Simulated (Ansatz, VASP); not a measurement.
## BaTiO3: VASP beside Ansatz

INCAR

```
SYSTEM = BaTiO3
ALGO = Normal
EDIFF = 1E-8
ENCUT = 520
GGA = PE
ISIF = 2
ISMEAR = -1
LASPH = .TRUE.
LCHARG = .FALSE.
LEFG = .TRUE.
LREAL = .FALSE.
LWAVE = .FALSE.
NBANDS = 28
NELM = 80
PREC = Accurate
SIGMA = 0.08
```

KPOINTS

```
k-points
0
G
  7 7 7
  0 0 0
```

The input POSCAR:

```
BaTiO3
1.0
    3.9864226426      0.0000000000      0.0000000000
    0.0000000000      3.9864226426      0.0000000000
    0.0000000000      0.0000000000      4.0045617725
Ba Ti O
1 1 3
Direct
    0.0000000000      0.0000000000      0.0000000000
    0.5000000000      0.5000000000      0.4820000000
    0.5000000000      0.5000000000      0.0160000000
    0.5000000000      0.0000000000      0.5150000000
    0.0000000000      0.5000000000      0.5150000000
```

Input for Ansatz:

```yaml
crystal:
  lattice:
    - [3.9864226426, 0.0, 0.0]
    - [0.0, 3.9864226426, 0.0]
    - [0.0, 0.0, 4.0045617725]
  atoms:
    - { symbol: Ba, position: [0.0, 0.0, 0.0] }
    - { symbol: Ti, position: [0.5, 0.5, 0.482] }
    - { symbol: O, position: [0.5, 0.5, 0.016] }
    - { symbol: O, position: [0.5, 0.0, 0.515] }
    - { symbol: O, position: [0.0, 0.5, 0.515] }
kpoints:
  mp_grid: { grid: [7, 7, 7] }
scf:
  occupations: { method: fermi_dirac, width: 0.08 }
hamiltonian:
  xc: pbe
  pseudopotentials: { kind: all_electron, datasets: crystal }
output:
  forces: true
  stress: true
  eigenvalues: true
  efg: { contact_densities: true }
```

Change from the starting cell: volume scaled by 0.99, crystal datasets.

Alike in both runs: task electric field gradients; functional PBE; k mesh 7 × 7 × 7; occupations fermi-dirac, width 0.08 eV; no spin polarisation.

|  | VASP | Ansatz |
| --- | --- | --- |
| version | VASP 6.6.1 | Ansatz 0.2.0 |
| potentials or method | VASP PAW PBE potentials, release 64 (Ba_sv, Ti_sv, O), cutoff 520 eV | all-electron PAW with datasets made for the crystal, scalar-relativistic |

|  | VASP | Ansatz | Ansatz less VASP |
| --- | --- | --- | --- |
| pressure (GPa) | 6.3 | 4.4 | -1.85 |
| traceless stress, the component that is largest in VASP (GPa) | 1.10 | 1.02 | -0.072 |
| rms of the force components (eV/Å) | 0.091 | 0.094 | +0.0038 |
| size of Vzz on the site where it differs most (V/Å²) | 2.0 | 1.5 | -0.45 |

Atom by atom the forces differ by 0.019 eV/Å (rms over components). Ansatz ran all-electron here, and VASP with PAW potentials. Ansatz's warnings: printed levels off.

Spin-orbit coupling is off throughout.
